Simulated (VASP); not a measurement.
Wanted: the native input for a VASP 6.6.1 run.

```
Task                   : single point
Functional             : PBEsol
Potentials or basis    : VASP PAW PBE potentials, release 64 (Bi_d, Te)
Cutoff                 : 520 eV
k mesh                 : 7 × 7 × 7
Occupations            : fermi-dirac, width 0.05 eV
Spin                   : no spin polarisation
Dipole correction      : no
Further INCAR settings : ALGO = Normal; EDIFF = 1e-06; NBANDS = 18
```

The structure of BiTe lies in POSCAR:

```
BiTe
1.0
    2.4702239101      1.4261844395      3.3823534125
   -2.4702239101      1.4261844395      3.3823534125
    0.0000000000     -2.8523688790      3.3823534125
Bi Te
1 1
Direct
    0.5000000000      0.5000000000      0.5000000000
    0.0000000000      0.0000000000      0.0000000000
```

This cell differs from its parent crystal: volume scaled by 1.06.

One way to write it, as run:

INCAR

```
PREC = Accurate
ENCUT = 520
EDIFF = 1E-6
ISMEAR = -1
SIGMA = 0.05
LREAL = False
LASPH = True
NELM = 100
ALGO = Normal
ISIF = 2
LWAVE = False
LCHARG = True
GGA = PS
LELF = True
LVHAR = True
NBANDS = 18
```

KPOINTS

```
Automatic mesh
0
Gamma
  7 7 7
```

Potentials or basis: VASP PAW PBE potentials, release 64 (Bi_d, Te).

Command:

```console
$ cat potpaw_PBE.64/Bi_d/POTCAR potpaw_PBE.64/Te/POTCAR > POTCAR
$ mpirun -np 1 vasp_std > vasp.out
```

It gave:

| Property | Result |
| --- | --- |
| Pressure | -4.6 GPa |

Caveat: the PAW data sets were made with another functional, which shifts forces and pressure a little.

Run time: 46 s on 1 thread of Intel(R) Xeon(R) Platinum 8488C (Sapphire Rapids), with other jobs on the host, peak memory 0.22 GiB.
